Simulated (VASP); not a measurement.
Runs of VASP 6.6.1 on Rh. The structure is that of space group Fm-3m (No. 225), or close to it. The cells are those of the table. 

| task | cell | k mesh | cutoff (eV) | smearing | gap on the mesh (eV) | pressure (GPa) | relaxed volume (Å³/atom) |
| --- | --- | --- | --- | --- | --- | --- | --- |
| single point | a = 2.673 Å, angles 60.0°, 1 atom | 18 × 18 × 18 | 520 | gaussian 0.1 eV | none | -0.1 | - |
| relaxation of cell and atoms | relaxed from a = 2.684 Å, angles 60.0°, 1 atom | 18 × 18 × 18 | 600 | gaussian 0.1 eV | none | 0.0 | 13.50 |
| single point | a = 2.676 Å, angles 60.0°, 1 atom | 20 × 20 × 20 | 520 | fermi-dirac 0.15 eV | none | -0.1 | - |
| relaxation of cell and atoms | relaxed from a = 2.673 Å, angles 60.0°, 1 atom | 20 × 20 × 20 | 600 | fermi-dirac 0.15 eV | none | 0.0 | (a) |

Alike in all rows: level PBEsol; potentials or basis VASP PAW PBE potentials, release 64 (Rh_pv); no spin polarisation.

Task: Estimate the missing entries.

Result: (a) 13.54.

Caveats: the PAW data sets were made with another functional, which shifts forces and pressure a little.

A k mesh can miss the band edges, and the runs leave out spin-orbit coupling on Rh.

A gap of «none» marks levels without a gap at the run's occupations.
